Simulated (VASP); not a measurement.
Wanted: the native input for a VASP 6.6.1 run.

* Task: single point
* Functional: PBEsol
* Potentials or basis: VASP PAW PBE potentials, release 64 (Hf_pv, O)
* Cutoff: 520 eV
* k mesh: 6 × 6 × 6
* Occupations: gaussian, width 0.02 eV
* Spin: no spin polarisation
* Dipole correction: no
* Further INCAR settings: ALGO = Normal; EDIFF = 1e-07; NBANDS = 56

The structure of HfO2 lies in POSCAR:

```
HfO2
1.0
    5.0959284561      0.0000000000     -0.0127880011
    0.0000000000      5.1767654625      0.0000000000
   -0.8679875848      0.0000000000      5.1992140936
Hf O
4 8
Direct
    0.2771489385      0.0429781229      0.2081714185
    0.7228510615      0.5429781229      0.2918285815
    0.7228510615      0.9570218771      0.7918285815
    0.2771489385      0.4570218771      0.7081714185
    0.4471625228      0.7581705654      0.4799685134
    0.5528374772      0.2581705654      0.0200314866
    0.5528374772      0.2418294346      0.5200314866
    0.4471625228      0.7418294346      0.9799685134
    0.0711506004      0.3371990242      0.3409954460
    0.9288493996      0.8371990242      0.1590045540
    0.9288493996      0.6628009758      0.6590045540
    0.0711506004      0.1628009758      0.8409954460
```

One way to write it, as run:

INCAR

```
SYSTEM = HfO2
ALGO     = Normal         ! electronic algorithm
EDIFF    = 1E-7           ! SCF threshold, eV
ENCUT    = 520            ! plane-wave cutoff, eV
GGA      = PS             ! functional
ISIF     = 2              ! what is computed and relaxed
ISMEAR   = 0              ! smearing method
LASPH    = .TRUE.         ! aspherical terms in the spheres
LCHARG   = .TRUE.         ! write CHGCAR
LELF     = .TRUE.         ! ELF
LREAL    = .FALSE.        ! projectors in reciprocal space
LVHAR    = .TRUE.       
LWAVE    = .FALSE.        ! write WAVECAR
NBANDS   = 56             ! bands
NELM     = 100            ! most SCF steps
PREC     = Accurate       ! precision mode
SIGMA    = 0.02           ! smearing width, eV
```

KPOINTS

```
k-points
0
G
  6 6 6
  0 0 0
```

Potentials or basis: VASP PAW PBE potentials, release 64 (Hf_pv, O).

Launch:

```bash
$ cat potpaw_PBE.64/Hf_pv/POTCAR potpaw_PBE.64/O/POTCAR > POTCAR
$ mpirun -np 1 vasp_std > vasp.out
```

It gave:

* Pressure: -3.0 GPa
* Largest force: 0.073 eV/Å
* Band gap on the k mesh: 3.93 eV, indirect (least direct gap 4.03 eV)

Caveat: the PAW data sets were made with another functional, which shifts forces and pressure a little; spin-orbit coupling is left out, which moves the levels of the heavy elements.

Run time: 4.9 min on 1 thread of Intel(R) Xeon(R) 6975P-C (Granite Rapids), with other jobs on the host, peak memory 0.54 GiB.
